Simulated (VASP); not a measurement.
Wanted: the native input for a VASP 6.6.1 run.

```yaml
Task: single point
Functional: PBE
Potentials_or_basis: VASP PAW PBE potentials, release 64 (P, B)
Cutoff: 520 eV
k_mesh: 10 × 10 × 10
Occupations: gaussian, width 0.014 eV
Spin: no spin polarisation
Dipole_correction: no
Further_INCAR_settings: ALGO = Normal; EDIFF = 1e-07; NBANDS = 11
```

The structure of BP lies in POSCAR:

```
BP
1.0
    0.0000000000      2.2690000000      2.2690000000
    2.2690000000      0.0000000000      2.2690000000
    2.2690000000      2.2690000000      0.0000000000
P B
1 1
Direct
    0.7500000000      0.7500000000      0.7500000000
    0.0000000000      0.0000000000      0.0000000000
```

These files were run (other wordings do the same):

INCAR

```
PREC = Accurate
ENCUT = 520
EDIFF = 1E-7
ISMEAR = 0
SIGMA = 0.014
LREAL = F
LASPH = T
NELM = 80
ALGO = Normal
ISIF = 2
LWAVE = F
LCHARG = F
GGA = PE
NBANDS = 11
```

KPOINTS

```
regular mesh
0
Gamma
  10 10 10
```

Potentials or basis: VASP PAW PBE potentials, release 64 (P, B).

Run with:

```sh
$ cat potpaw_PBE.64/P/POTCAR potpaw_PBE.64/B/POTCAR > POTCAR
$ mpirun -np 1 vasp_std > vasp.out
```

It gave:

The pressure is 0.9 GPa and the band gap on the k mesh is 1.24 eV, indirect (least direct gap 3.40 eV).

It took 7.8 s on 1 thread of Intel Xeon 6975P-C, with other jobs on the host, peak memory 0.13 GiB.
